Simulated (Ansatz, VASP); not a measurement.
Two plane-wave programs on Sb

```
Sb
1.0
     2.06452    3.57584    0.00000
    -2.06452    3.57584    0.00000
     0.00000   -2.38389    3.82230
Sb
2
Direct
  0.22764 0.22764 0.68292
  0.77236 0.77236 0.31708
```

Alike in both runs: task single point; functional r2SCAN; k mesh 10 × 10 × 10; no spin polarisation.

|  | VASP | Ansatz |
| --- | --- | --- |
| version | VASP 6.6.1 | Ansatz 0.2.0 |
| potentials or method | VASP PAW PBE potentials, release 64 (Sb), cutoff 520 eV | PAW plane waves |
| occupations | fermi-dirac, width 0.1 eV | fermi-dirac |
| valence electrons in the cell | 10 | 30 |

Ansatz gave:

| Item | Value |
| --- | --- |
| pressure (GPa) | 10.2 |
| traceless stress, the component that is largest in VASP (GPa) | -2.14 |
| rms of the force components (eV/Å) | 0.794 |

Question: Estimate VASP's values.

Answer: Pressure (GPa): 10.6; traceless stress, the component that is largest in VASP (GPa): -2.30; rms of the force components (eV/Å): 0.863.

VASP's potentials were made for PBE, not for r2SCAN. Atom by atom the forces differ by 0.069 eV/Å (rms over components). VASP's potentials hold 10 valence electrons a cell and Ansatz's 30, so a difference there can come from the potentials and not from the codes. Ansatz's warnings: structure snapped to symmetry.

Neither program's run includes spin-orbit coupling.
